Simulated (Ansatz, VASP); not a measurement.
Cd in VASP and in Ansatz

```
Cd
1.0
    -1.74672    1.74672    1.74672
     1.74672   -1.74672    1.74672
     1.74672    1.74672   -1.74672
Cd
1
Direct
  0.00000 0.00000 0.00000
```

Alike in both runs: functional PBEsol; k mesh 22 × 22 × 22; occupations gaussian, width 0.1 eV; no spin polarisation.

Ansatz relaxed the structure, and its values are those at the end. VASP's run is a single point on that final structure, the one shown.

|  | VASP | Ansatz |
| --- | --- | --- |
| version | VASP 6.6.1 | Ansatz 0.2.0 |
| potentials or method | VASP PAW PBE potentials, release 64 (Cd), cutoff 520 eV | scalar-relativistic, plane waves, PAW |
| valence electrons in the cell | 12 | 20 |

Ansatz gave:

| Property | Result |
| --- | --- |
| gap on the k mesh at the Fermi level (eV) | none |
| pressure (GPa) | 0.0 |

Question: Which values does VASP return?

Answer: gap on the k mesh at the Fermi level (eV): none; pressure (GPa): 0.3.

VASP's potentials were made for PBE, not for PBEsol. A gap of «none» marks a metal or a gap that the smearing closes. VASP's potentials hold 12 valence electrons a cell and Ansatz's 20, so a difference there can come from the potentials and not from the codes.
